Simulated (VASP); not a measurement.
# Li2CaO2 (P-4m2) in VASP: notebook

The runs below take Li2CaO2 through single point, with PBE.

All numbers are computed with VASP 6.6.1; they aren't measurements. Logs are shortened: lines on timing, memory, paths and dates and some standing lists are left out, and cuts for length are marked.

### 1 The cell of the first run

It takes space group P-4m2 (No. 115, tetragonal). Conventional cell: a = 3.724 Å, b = 3.724 Å, c = 5.324 Å, α = 90.00°, β = 90.00°, γ = 90.00°. Li (site symmetry -4m2) has 4 O at 2.41 Å and 2 Ca at 2.66 Å within 3.2 Å. Within 2.9 Å of Li (site symmetry -4m2) lie 4 O at 2.18 Å and 4 Ca at 2.63 Å. Ca (site symmetry -4m2) has 4 O at 2.18 Å and 6 Li at 2.63 to 2.66 Å within 2.9 Å. Within 2.9 Å of O (site symmetry 2mm) lie 4 Li at 2.18 to 2.41 Å and 2 Ca at 2.18 Å.

### 2 Single point, PBE

INCAR reads:

```
SYSTEM = Li2CaO2
ALGO = Normal
EDIFF = 1E-6
ENCUT = 750
GGA = PE
GGA_COMPAT = .False.
ISIF = 2
ISMEAR = 0
LASPH = .True.
LCHARG = .False.
LREAL = .False.
LWAVE = .False.
NBANDS = 22
NELM = 120
PREC = Accurate
SIGMA = 0.1
```

KPOINTS reads:

```
k-points
0
Gamma
  4 4 4
  0 0 0
```

POSCAR reads:

```
Li2CaO2
1.0
    3.7238576369      0.0000000000      0.0000000000
    0.0000000000      3.7238576369      0.0000000000
    0.0000000000      0.0000000000      5.3235762966
Li Ca O
2 1 2
Direct
    0.0000000000      0.0000000000      0.0000000000
    0.5000000000      0.5000000000      0.5000000000
    0.0000000000      0.0000000000      0.5000000000
    0.5000000000      0.0000000000      0.7121283689
    0.0000000000      0.5000000000      0.2878716311
```

Potentials or basis: VASP PAW PBE potentials, release 64 (Li_sv, Ca_sv, O).

On the command line:

```sh
$ cat potpaw_PBE.64/Li_sv/POTCAR potpaw_PBE.64/Ca_sv/POTCAR potpaw_PBE.64/O/POTCAR > POTCAR
$ mpirun -np 1 vasp_std > vasp.out
```

OUTCAR:

```text
SYSTEM = Li2CaO2
   EDIFF = 1E-6
   ENCUT = 750
   GGA = PE
   ISIF = 2
   ISMEAR = 0
   LASPH = .True.
   LREAL = .False.
   NELM = 120
   PREC = Accurate

 ion  position               nearest neighbor table
   1  0.000  0.000  0.000-   3 2.66   3 2.66
   2  0.500  0.500  0.500-   4 2.18   5 2.18   4 2.18   5 2.18   3 2.63   3 2.63   3 2.63   3 2.63

   3  0.000  0.000  0.500-   4 2.18   5 2.18   5 2.18   4 2.18   2 2.63   2 2.63   2 2.63   2 2.63
                             1 2.66   1 2.66
   4  0.500  0.000  0.712-   2 2.18   3 2.18   2 2.18   3 2.18
   5  0.000  0.500  0.288-   2 2.18   3 2.18   3 2.18   2 2.18

  LATTYP: Found a simple tetragonal cell.
 ALAT       =     3.7238576369
 C/A-ratio  =     1.4295864170

  Lattice vectors:

 A1 = (   3.7238576369,   0.0000000000,   0.0000000000)
 A2 = (   0.0000000000,   3.7238576369,   0.0000000000)
 A3 = (   0.0000000000,   0.0000000000,   5.3235762966)

Analysis of symmetry for initial positions (statically):
=====================================================================
 Subroutine PRICEL returns:
 Original cell was already a primitive cell.

 Routine SETGRP: Setting up the symmetry group for a
 simple tetragonal supercell.

 Subroutine GETGRP returns: Found  8 space group operations
 (whereof  8 operations were pure point group operations)
 out of a pool of 16 trial point group operations.

The static configuration has the point symmetry D_2d.

Analysis of symmetry for dynamics (positions and initial velocities):
=====================================================================
 Subroutine PRICEL returns:
 Original cell was already a primitive cell.

 Routine SETGRP: Setting up the symmetry group for a
 simple tetragonal supercell.

 Subroutine GETGRP returns: Found  8 space group operations
 (whereof  8 operations were pure point group operations)
 out of a pool of 16 trial point group operations.

The dynamic configuration has the point symmetry D_2d.

 Subroutine INISYM returns: Found  8 space group operations
 (whereof  8 operations are pure point group operations),
 and found     1 'primitive' translations

----------------------------------------------------------------------------------------

                                     Primitive cell

  volume of cell :      73.8226

  direct lattice vectors                    reciprocal lattice vectors
     3.723857637  0.000000000  0.000000000     0.268538730  0.000000000  0.000000000
     0.000000000  3.723857637  0.000000000     0.000000000  0.268538730  0.000000000
     0.000000000  0.000000000  5.323576297     0.000000000  0.000000000  0.187843650

  length of vectors
     3.723857637  3.723857637  5.323576297     0.268538730  0.268538730  0.187843650

  position of ions in fractional coordinates (direct lattice)
     0.000000000  0.000000000  0.000000000
     0.500000000  0.500000000  0.500000000
     0.000000000  0.000000000  0.500000000
     0.500000000  0.000000000  0.712128369
     0.000000000  0.500000000  0.287871631

  ion indices of the primitive-cell ions
   primitive index   ion index
                 1           1
                 2           2
                 3           3
                 4           4
                 5           5

----------------------------------------------------------------------------------------

 KPOINTS: k-points

Automatic generation of k-mesh.
 Grid dimensions read from file:
 generate k-points for:    4    4    4

 Generating k-lattice:

  Cartesian coordinates                     Fractional coordinates (reciprocal lattice)
     0.067134682  0.000000000  0.000000000     0.250000000  0.000000000  0.000000000
     0.000000000  0.067134682  0.000000000     0.000000000  0.250000000  0.000000000
     0.000000000  0.000000000  0.046960912     0.000000000  0.000000000  0.250000000

  Length of vectors
     0.067134682  0.067134682  0.046960912

  Shift w.r.t. Gamma in fractional coordinates (k-lattice)
     0.000000000  0.000000000  0.000000000

 Subroutine IBZKPT returns following result:
 ===========================================

 Found     18 irreducible k-points:

 Following reciprocal coordinates:
            Coordinates               Weight
  0.000000  0.000000  0.000000      1.000000
  0.250000  0.000000  0.000000      4.000000
  0.500000  0.000000  0.000000      2.000000
  0.250000  0.250000  0.000000      4.000000
  0.500000  0.250000  0.000000      4.000000
  0.500000  0.500000  0.000000      1.000000
[... 10 lines left out ...]
  0.500000  0.250000  0.500000      4.000000
  0.500000  0.500000  0.500000      1.000000
   k-points           NKPTS =     18   k-points in BZ     NKDIM =     18   number of bands    NBANDS=     22
   number of dos      NEDOS =    301   number of ions     NIONS =      5
   total plane-waves  NPLWV =  62208
   dimension x,y,z NGX =    36 NGY =   36 NGZ =   48
   dimension x,y,z NGXF=    72 NGYF=   72 NGZF=   96
   ions per type =               2   1   2
   NGX,Y,Z   is equivalent  to a cutoff of  16.07, 16.07, 14.99 a.u.
   NGXF,Y,Z  is equivalent  to a cutoff of  32.14, 32.14, 29.98 a.u.
 SYSTEM =  Li2CaO2
   PREC   = accura    normal or accurate (medium, high low for compatibility)
   ISTART =      0    job   : 0-new  1-cont  2-samecut
   ICHARG =      2    charge: 1-file 2-atom 10-const
   ISPIN  =      1    spin polarized calculation?
   LNONCOLLINEAR =      F non collinear calculations
   LSORBIT =      F    spin-orbit coupling
   LASPH  =      T    aspherical Exc in radial PAW
   ENCUT  =  750.0 eV  55.12 Ry    7.42 a.u.   8.32  8.32 11.89*2*pi/ulx,y,z
   NELM   =    120;   NELMIN=  2; NELMDL= -5     # of ELM steps
   EDIFF  = 0.1E-05   stopping-criterion for ELM
   LREAL  =      F    real-space projection
   EDIFFG = 0.1E-04   stopping-criterion for IOM
   NSW    =      0    number of steps for IOM
   IBRION =     -1    ionic relax: 0-MD 1-quasi-New 2-CG
   NFREE  =      0    steps in history (QN), initial steepest desc. (CG)
   ISIF   =      2    stress and relaxation
   ISYM   =      2    0-nonsym 1-usesym 2-fastsym
   POTIM  = 0.5000    time-step for ionic-motion
   TEBEG  =    0.0;   TEEND  =   0.0 temperature during run
   PSTRESS=    0.0 pullay stress
   NELECT =      28.0000    total number of electrons
   NUPDOWN=      -1.0000    fix difference up-down
[... 14 lines left out ...]
   AEXX    =    0.0000 exact exchange contribution
   IVDW    =     0    specifies the selected vdW correction
   LEPSILON=     F    determine dielectric tensor
   LRPA    =     F    only Hartree local field effects (RPA)
 non-spin polarized calculation
 Gauss-broadening in eV      SIGMA  =   0.10
  energy-cutoff  :      750.00
  volume of cell :       73.82
 maximum number of plane-waves:      3467
 NGX is ok and might be reduce to    36
   NGX = 17   NGY = 17   NGZ = 23

 number of electron      27.9999988 magnetization

 Free energy of the ion-electron system (eV)
  ---------------------------------------------------
  ext. energy  EPLUGINS =         0.00000000
  ---------------------------------------------------
  free energy    TOTEN  =       -24.62954076 eV

  energy without entropy =      -24.62954076  energy(sigma->0) =      -24.62954076

 E-fermi :   0.1772     XC(G=0):  -8.3371

 val. band max:       -0.2760363154   @ k =   0.5000   0.0000   0.5000
 cond. band min:       3.1862827255   @ k =   0.0000   0.0000   0.0000
 fundamental gap:      3.4623190409
 Fermi energy:         0.1772194102

 k-point     1 :       0.0000    0.0000    0.0000
  band No.  band energies     occupation
      1     -44.9536      2.00000
      2     -44.0580      2.00000
      3     -37.2297      2.00000
      4     -18.8434      2.00000
      5     -18.3701      2.00000
      6     -18.3701      2.00000
[... 14 lines left out ...]
     21       9.5882      0.00000
     22      10.6804      0.00000

 k-point     2 :       0.2500    0.0000    0.0000
  band No.  band energies     occupation
      1     -44.9533      2.00000
      2     -44.0570      2.00000
      3     -37.2225      2.00000
      4     -18.8666      2.00000
      5     -18.5944      2.00000
      6     -18.3588      2.00000
[... 14 lines left out ...]
     21       9.3975      0.00000
     22      10.3058      0.00000

 k-point     3 :       0.5000    0.0000    0.0000
  band No.  band energies     occupation
      1     -44.9531      2.00000
      2     -44.0560      2.00000
      3     -37.2152      2.00000
      4     -18.9949      2.00000
      5     -18.6764      2.00000
      6     -18.3475      2.00000
[... 14 lines left out ...]
     21       8.7772      0.00000
     22       9.9925      0.00000

 k-point     4 :       0.2500    0.2500    0.0000
  band No.  band energies     occupation
      1     -44.9531      2.00000
      2     -44.0562      2.00000
      3     -37.2144      2.00000
      4     -18.8748      2.00000
      5     -18.7030      2.00000
      6     -18.4831      2.00000
[... 14 lines left out ...]
     21       9.6230      0.00000
     22      10.2069      0.00000

 k-point     5 :       0.5000    0.2500    0.0000
  band No.  band energies     occupation
      1     -44.9528      2.00000
      2     -44.0554      2.00000
      3     -37.2063      2.00000
      4     -18.9921      2.00000
      5     -18.7885      2.00000
      6     -18.4849      2.00000
[... 14 lines left out ...]
     21       9.1691      0.00000
     22      10.5287      0.00000

 k-point     6 :       0.5000    0.5000    0.0000
  band No.  band energies     occupation
      1     -44.9526      2.00000
      2     -44.0548      2.00000
      3     -37.1974      2.00000
      4     -18.9892      2.00000
      5     -18.9892      2.00000
      6     -18.4979      2.00000
[... 14 lines left out ...]
     21       9.2623      0.00000
     22       9.8095      0.00000

 k-point     7 :       0.0000    0.0000    0.2500
  band No.  band energies     occupation
      1     -44.9535      2.00000
      2     -44.0580      2.00000
      3     -37.2300      2.00000
      4     -18.8427      2.00000
      5     -18.3699      2.00000
      6     -18.3699      2.00000
[... 174 lines left out ...]
      6     -18.3585      2.00000
[... 14 lines left out ...]
     21       9.2882      0.00000
     22       9.8994      0.00000

 k-point    15 :       0.5000    0.0000    0.5000
  band No.  band energies     occupation
      1     -44.9530      2.00000
      2     -44.0560      2.00000
      3     -37.2158      2.00000
      4     -18.9926      2.00000
      5     -18.6721      2.00000
      6     -18.3472      2.00000
[... 14 lines left out ...]
     21       8.9406      0.00000
     22       9.7747      0.00000

 k-point    16 :       0.2500    0.2500    0.5000
  band No.  band energies     occupation
      1     -44.9530      2.00000
      2     -44.0562      2.00000
      3     -37.2150      2.00000
      4     -18.8730      2.00000
      5     -18.7009      2.00000
      6     -18.4800      2.00000
[... 14 lines left out ...]
     21       8.8827      0.00000
     22      10.2072      0.00000

 k-point    17 :       0.5000    0.2500    0.5000
  band No.  band energies     occupation
      1     -44.9527      2.00000
      2     -44.0554      2.00000
      3     -37.2069      2.00000
      4     -18.9899      2.00000
      5     -18.7862      2.00000
      6     -18.4810      2.00000
[... 14 lines left out ...]
     21       8.6601      0.00000
     22      10.2695      0.00000

 k-point    18 :       0.5000    0.5000    0.5000
  band No.  band energies     occupation
      1     -44.9525      2.00000
      2     -44.0548      2.00000
      3     -37.1980      2.00000
      4     -18.9872      2.00000
      5     -18.9872      2.00000
      6     -18.4923      2.00000
[... 14 lines left out ...]
     21       9.2913      0.00000
     22       9.4326      0.00000

------------------------ aborting loop because EDIFF is reached ----------------------------------------

  FORCE on cell =-STRESS in cart. coord.  units (eV):
  Direction    XX          YY          ZZ          XY          YZ          ZX
  --------------------------------------------------------------------------------------
  -------------------------------------------------------------------------------------
  Total        0.1550022      0.1550022      0.0698797      0.0000000      0.0000000      0.0000000
  in kB        3.3640224      3.3640224      1.5166035      0.0000000      0.0000000      0.0000000
  external PRESSURE =       2.7482161 kB  Pullay stress =       0.0000000 kB

 VOLUME and BASIS-vectors are now :
 -----------------------------------------------------------------------------
  energy-cutoff  :      750.00
  volume of cell :       73.82
      direct lattice vectors                 reciprocal lattice vectors
     3.723857637  0.000000000  0.000000000     0.268538730  0.000000000  0.000000000
     0.000000000  3.723857637  0.000000000     0.000000000  0.268538730  0.000000000
     0.000000000  0.000000000  5.323576297     0.000000000  0.000000000  0.187843650

 POSITION                                       TOTAL-FORCE (eV/Angst)
 -----------------------------------------------------------------------------------
      0.00000      0.00000      0.00000        -0.000000     -0.000000      0.000000
      1.86193      1.86193      2.66179        -0.000000      0.000000      0.000000
      0.00000      0.00000      2.66179         0.000000     -0.000000      0.000000
      1.86193      0.00000      3.79107        -0.000000     -0.000000      0.060192
      0.00000      1.86193      1.53251        -0.000000     -0.000000     -0.060192
 -----------------------------------------------------------------------------------
    total drift:                                0.000000     -0.000000      0.000000

  FREE ENERGIE OF THE ION-ELECTRON SYSTEM (eV)
  ---------------------------------------------------
  free  energy   TOTEN  =       -24.6295407554 eV

  energy  without entropy=      -24.6295407553  energy(sigma->0) =      -24.62954076
```

It took 27 s on 1 thread of Intel Xeon 6975P-C (Granite Rapids), shared host; peak memory 0.25 GiB.

What came out:

```yaml
Free_energy: -24.6295 eV
Pressure: 0.3 GPa
Largest_force: 0.060 eV/Å
Band_gap_on_the_k_mesh: 3.46 eV, indirect (least direct gap 3.65 eV)
```

Forces on the atoms (eV/Å):
```
Li   0.000  0.000  0.000
Li   0.000  0.000  0.000
Ca   0.000  0.000  0.000
O    0.000  0.000  0.060
O    0.000  0.000 -0.060
```

Caveat: the k points lie up to 0.42 Å⁻¹ apart.

### 3 Single point, PBE

This run uses another cell than the first one, of 22.06 Å³/atom, 1.494 times its volume.

INCAR reads:

```
PREC = Accurate ; ENCUT = 750
EDIFF = 1E-6 ; ISMEAR = 0
SIGMA = 0.1 ; LREAL = False
LASPH = True ; NELM = 120
ALGO = Normal ; ISIF = 2
LWAVE = False ; LCHARG = False
GGA = PE ; NBANDS = 22
GGA_COMPAT = False
```

KPOINTS reads:

```
regular mesh
0
Gamma
  4 4 4
```

POSCAR reads:

```
Li2CaO2
1.0
    4.2727276200      0.0000000000      0.0000000000
    0.0000000000      4.2727276200      0.0000000000
    0.0000000000      0.0000000000      6.0425493500
Li Ca O
2 1 2
Direct
    0.0000000000      0.0000000000      0.0000000000
    0.5000000000      0.5000000000      0.5000000000
    0.0000000000      0.0000000000      0.5000000000
    0.5000000000      0.0000000000      0.7500000000
    0.0000000000      0.5000000000      0.2500000000
```

Potentials or basis: VASP PAW PBE potentials, release 64 (Li_sv, Ca_sv, O).

On the command line:

```sh
$ cat potpaw_PBE.64/Li_sv/POTCAR potpaw_PBE.64/Ca_sv/POTCAR potpaw_PBE.64/O/POTCAR > POTCAR
$ mpirun -np 1 vasp_std > vasp.out
```

Wall time 44 s (1 thread of Intel Xeon 6975P-C (Granite Rapids), shared host); peak memory 0.31 GiB.

It converged, with:

| Item | Value |
| --- | --- |
| Free energy | -22.0578 eV |
| Pressure | -11.8 GPa |
| Largest force | 2.313 eV/Å |
| Band gap on the k mesh | 1.71 eV, indirect (least direct gap 1.71 eV) |

Forces on the atoms (eV/Å):
```
Li   0.000  0.000  0.000
Li   0.000  0.000  0.000
Ca   0.000  0.000  0.000
O    0.000  0.000 -2.313
O    0.000  0.000  2.313
```

Levels at points of the mesh, in eV from the valence-band top:
```tsv
k point	band 11	band 12	band 13	band 14	band 15	band 16	band 17	band 18
(0.00, 0.00, 0.00)	-0.57	-0.27	-0.01	-0.01	1.71	3.69	4.61	5.37
(0.50, 0.00, 0.00)	-0.65	-0.50	-0.37	-0.03	3.65	4.18	4.63	4.72
(0.50, 0.50, 0.00)	-0.59	-0.35	-0.35	-0.11	3.52	3.52	4.54	5.15
(0.00, 0.00, 0.50)	-0.58	-0.58	0.00	0.00	2.75	3.55	4.39	5.20
(0.50, 0.00, 0.50)	-0.51	-0.45	-0.08	-0.02	4.06	4.39	4.60	4.64
(0.50, 0.50, 0.50)	-0.65	-0.42	-0.42	-0.31	3.81	3.81	4.55	5.12
```

Caveat: forces of over 1 eV/Å act on the atoms, so gaps and moduli don't describe the material at rest.

### 4 Single point, PBE

INCAR reads:

```
SYSTEM = Li2CaO2
PREC     = Accurate       ! precision mode
ENCUT    = 750            ! plane-wave cutoff, eV
EDIFF    = 1E-6           ! SCF threshold, eV
ISMEAR   = 0              ! smearing method
SIGMA    = 0.1            ! smearing width, eV
LREAL    = .False.        ! projectors in reciprocal space
LASPH    = .True.         ! aspherical terms in the spheres
NELM     = 120            ! most SCF steps
ALGO     = Normal         ! electronic algorithm
ISIF     = 2              ! what is computed and relaxed
LWAVE    = .False.        ! write WAVECAR
LCHARG   = .True.         ! write CHGCAR
GGA      = PE             ! functional
LELF     = .True.         ! ELF
LVHAR    = .True.       
NBANDS   = 22             ! bands
GGA_COMPAT= .False.
```

KPOINTS reads:

```
Automatic mesh
0
Gamma
  6 6 4
  0 0 0
```

POSCAR reads:

```
Li2CaO2
1.0
    3.7238576369      0.0000000000      0.0000000000
    0.0000000000      3.7238576369      0.0000000000
    0.0000000000      0.0000000000      5.3235762966
Li Ca O
2 1 2
Direct
    0.0000000000      0.0000000000      0.0000000000
    0.5000000000      0.5000000000      0.5000000000
    0.0000000000      0.0000000000      0.5000000000
    0.5000000000      0.0000000000      0.7121283689
    0.0000000000      0.5000000000      0.2878716311
```

On the command line:

```sh
$ cat potpaw_PBE.64/Li_sv/POTCAR potpaw_PBE.64/Ca_sv/POTCAR potpaw_PBE.64/O/POTCAR > POTCAR
$ mpirun -np 1 vasp_std > vasp.out
```

Run time: 35 s. Hardware: 1 thread of Intel Xeon 6975P-C (Granite Rapids), shared host; peak memory 0.28 GiB.

It converged, with:

```yaml
Free_energy: -24.6300 eV
Pressure: 0.3 GPa
Largest_force: 0.060 eV/Å
Band_gap_on_the_k_mesh: 3.46 eV, indirect (least direct gap 3.65 eV)
```

Forces on the atoms (eV/Å):
```
Li   0.000  0.000  0.000
Li   0.000  0.000  0.000
Ca   0.000  0.000  0.000
O    0.000  0.000  0.060
O    0.000  0.000 -0.060
```

Stress tensor (GPa, compression positive):
```
0.34 0.00 0.00
0.00 0.34 0.00
0.00 0.00 0.16
```

Levels at points of the mesh, in eV from the valence-band top:
| k point | band 11 | band 12 | band 13 | band 14 | band 15 | band 16 | band 17 | band 18 |
| --- | --- | --- | --- | --- | --- | --- | --- | --- |
| (0.00, 0.00, 0.00) | -0.57 | -0.57 | -0.19 | -0.19 | 3.46 | 5.59 | 7.52 | 7.91 |
| (0.50, 0.00, 0.00) | -0.93 | -0.47 | -0.38 | -0.21 | 5.61 | 5.94 | 7.16 | 7.39 |
| (0.50, 0.50, 0.00) | -0.37 | -0.35 | -0.21 | -0.21 | 4.82 | 4.82 | 7.13 | 7.79 |
| (0.00, 0.00, 0.50) | -0.67 | -0.67 | -0.10 | -0.10 | 4.71 | 5.24 | 7.30 | 7.90 |
| (0.50, 0.00, 0.50) | -0.67 | -0.49 | -0.37 | 0.00 | 6.08 | 6.17 | 7.08 | 7.41 |
| (0.50, 0.50, 0.50) | -0.62 | -0.42 | -0.30 | -0.30 | 5.32 | 5.32 | 7.03 | 7.87 |

A k mesh can miss the band edges. PBE gaps usually lie below the measured ones, often by a third to a half.

### 5 The runs side by side

```csv
cell,k mesh,gap on the mesh (eV),pressure (GPa),largest force (eV/Å)
"a = 3.724, b = 3.724, c = 5.324 Å, 5 atoms",4 × 4 × 4,3.46,0.3,0.06
"a = 4.273, b = 4.273, c = 6.043 Å, 5 atoms",4 × 4 × 4,1.71,-11.8,2.31
"a = 3.724, b = 3.724, c = 5.324 Å, 5 atoms",6 × 6 × 4,3.46,0.3,0.06
```

Alike in all rows: task single point; level PBE; potentials or basis VASP PAW PBE potentials, release 64 (Li_sv, Ca_sv, O); no spin polarisation; cutoff (eV) 750; smearing gaussian 0.1 eV.

Caveats: some runs use coarse meshes; forces of over 1 eV/Å act on the atoms, so gaps and moduli don't describe the material at rest (some runs).

Total energies depend on the potentials used, so only differences within one code and one set of settings carry meaning.
